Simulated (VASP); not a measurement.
# MnPt2 (P-3m1) in VASP: notebook, part 2 of 2

VASP 6.6.1. Earlier steps stand in the parts before.

## (5) Single point, PBEsol, collinear spin, ferromagnetic start

File INCAR:

```
PREC     = Accurate       # precision mode
ENCUT    = 520            # plane-wave cutoff, eV
EDIFF    = 1E-6           # SCF threshold, eV
ISMEAR   = -1             # smearing method
SIGMA    = 0.05           # smearing width, eV
LREAL    = F              # projectors in reciprocal space
LASPH    = T              # aspherical terms in the spheres
NELM     = 150            # most SCF steps
ALGO     = Normal         # electronic algorithm
ISIF     = 2              # what is computed and relaxed
LWAVE    = F              # write WAVECAR
LCHARG   = F              # write CHGCAR
ISPIN    = 2              # spin polarisation
MAGMOM   = 0 0 8          # initial moments
LORBIT   = 11             # projections on sites
NUPDOWN  = 8.0            # fixed moment
LMAXMIX  = 4              # l up to which the mixer works
GGA      = PS             # functional
NBANDS   = 28             # bands
```

File KPOINTS:

```
Automatic mesh
0
Gamma
  9 9 4
```

File POSCAR:

```
MnPt2
1.0
    2.8584044518      0.0000000000      0.0000000000
   -1.4292022259      2.4754508696      0.0000000000
    0.0000000000      0.0000000000      6.5325040000
Pt Mn
2 1
Direct
    0.6666666667      0.3333333333      0.3162060000
    0.3333333333      0.6666666667      0.6837940000
    0.0000000000      0.0000000000      0.0000000000
```

Potentials or basis: VASP PAW PBE potentials, release 64 (Pt, Mn_pv).

Command:

```console
> cat potpaw_PBE.64/Pt/POTCAR potpaw_PBE.64/Mn_pv/POTCAR > POTCAR
> mpirun -np 1 vasp_std > vasp.out
```

OUTCAR:

```text
PREC = Accurate
   ENCUT = 520
   EDIFF = 1E-6
   ISMEAR = -1
   LREAL = F
   LASPH = T
   NELM = 150
   ISIF = 2
   ISPIN = 2
   LORBIT = 11
   NUPDOWN = 8.0
   GGA = PS

 ion  position               nearest neighbor table
   1  0.667  0.333  0.316-   3 2.64   3 2.64   3 2.64   2 2.91   2 2.91   2 2.91
   2  0.333  0.667  0.684-   3 2.64   3 2.64   3 2.64   1 2.91   1 2.91   1 2.91
   3  0.000  0.000  0.000-   1 2.64   2 2.64   1 2.64   2 2.64   1 2.64   2 2.64

  LATTYP: Found a hexagonal cell.
 ALAT       =     2.8584044518
 C/A-ratio  =     2.2853672775

  Lattice vectors:
[... 1710 lines left out ...]
  energy-cutoff  :      520.00
  volume of cell :       46.22
      direct lattice vectors                 reciprocal lattice vectors
     2.858404452  0.000000000  0.000000000     0.349845523  0.201983407  0.000000000
    -1.429202226  2.475450870  0.000000000     0.000000000  0.403966814  0.000000000
     0.000000000  0.000000000  6.532504000     0.000000000  0.000000000  0.153080656

 POSITION                                       TOTAL-FORCE (eV/Angst)
 -----------------------------------------------------------------------------------
      1.42920      0.82515      2.06562        -0.000000     -0.000000      1.469182
     -0.00000      1.65030      4.46689         0.000000      0.000000     -1.469182
      0.00000      0.00000      0.00000         0.000000      0.000000      0.000000
 -----------------------------------------------------------------------------------
    total drift:                                0.000000     -0.000000     -0.000000

  FREE ENERGIE OF THE ION-ELECTRON SYSTEM (eV)
  ---------------------------------------------------
  free  energy   TOTEN  =       -19.8309303362 eV

  energy  without entropy=      -19.8064541850  energy(sigma->0) =      -19.81869226

 total charge

# of ion       s       p       d       tot
------------------------------------------
    1        0.695   0.609   7.863   9.167
    2        0.695   0.609   7.863   9.167
    3        0.335   6.325   4.913  11.574
--------------------------------------------------
tot          1.725   7.543  20.639  29.907

 magnetization (x)

# of ion       s       p       d       tot
------------------------------------------
    1        0.073   0.187   1.252   1.512
    2        0.073   0.187   1.252   1.512
    3        0.059   0.136   4.172   4.366
--------------------------------------------------
tot          0.204   0.510   6.676   7.390
```

Run time: 1.8 min. Hardware: 1 thread of Intel Xeon Platinum 8175M at 2.50GHz (Skylake/Cascade Lake), shared host; peak memory 0.25 GiB.

What came out:

| Property | Result |
| --- | --- |
| Free energy | -19.8309 eV |
| Pressure | 14.3 GPa |
| Largest force | 1.469 eV/Å |
| Net moment | 8.00 μB per cell |
| Site moments | Pt +1.51; Mn +4.37 μB |
| Valence electrons inside the program's atomic spheres | Pt 9.17; Mn 11.57 |

Forces on the atoms (eV/Å):
```
Pt   0.000  0.000  1.469
Pt   0.000  0.000 -1.469
Mn   0.000  0.000  0.000
```

Stress tensor (GPa, compression positive):
```
10.29  0.00  0.00
 0.00 10.29  0.00
 0.00  0.00 22.26
```

Caveat: the stress differs along the axes, from 10 to 22 GPa; the PAW data sets were made with another functional, which shifts forces and pressure a little; spin-orbit coupling is left out, which moves the levels of the heavy elements; the total moment is fixed, so each spin has its own Fermi level and the state may be an excited one.

## (6) Summary

| level | fixed moment (μB) | cell | k mesh | grid for exact exchange (PRECFOCK) | share of exact exchange | screening parameter | gap on the mesh (eV) | pressure (GPa) | moment (μB) | largest force (eV/Å) |
| --- | --- | --- | --- | --- | --- | --- | --- | --- | --- | --- |
| PBEsol-based screened hybrid with 25 % exact exchange | - | a = 2.858, b = 2.858, c = 6.533 Å, angles 90.0, 90.0, 120.0°, 3 atoms | 6 × 6 × 2 | Normal | 0.25 | 0.207 1/Å | none | -7.1 | 4.89 | 0.21 |
| PBEsol | - | a = 2.914, b = 2.914, c = 6.661 Å, angles 90.0, 90.0, 120.0°, 3 atoms | 11 × 11 × 4 | - | - | - | none | -17.4 | 4.67 | 0.08 |
| PBEsol | 6.0 | a = 2.858, b = 2.858, c = 6.533 Å, angles 90.0, 90.0, 120.0°, 3 atoms | 9 × 9 × 4 | - | - | - | - | -2.7 | 6.00 | 0.31 |
| PBEsol | 8.0 | a = 2.858, b = 2.858, c = 6.533 Å, angles 90.0, 90.0, 120.0°, 3 atoms | 9 × 9 × 4 | - | - | - | - | 14.3 | 8.00 | 1.47 |

Alike in all rows: task single point; potentials or basis VASP PAW PBE potentials, release 64 (Pt, Mn_pv); spin collinear, ferromagnetic start; cutoff (eV) 520; smearing fermi-dirac 0.05 eV.

Caveats: some runs use coarse meshes; the PAW data sets were made with another functional, which shifts forces and pressure a little; spin-orbit coupling is left out, which moves the levels of the heavy elements; the total moment is fixed, so each spin has its own Fermi level and the state may be an excited one (at least some runs); the cell stands under tension (at least some runs); the stress differs along the axes, from -5 to 1 GPa (at least some runs); the stress differs along the axes, from 10 to 22 GPa (at least some runs).

Absolute energies hang on the potentials; compare differences alone.
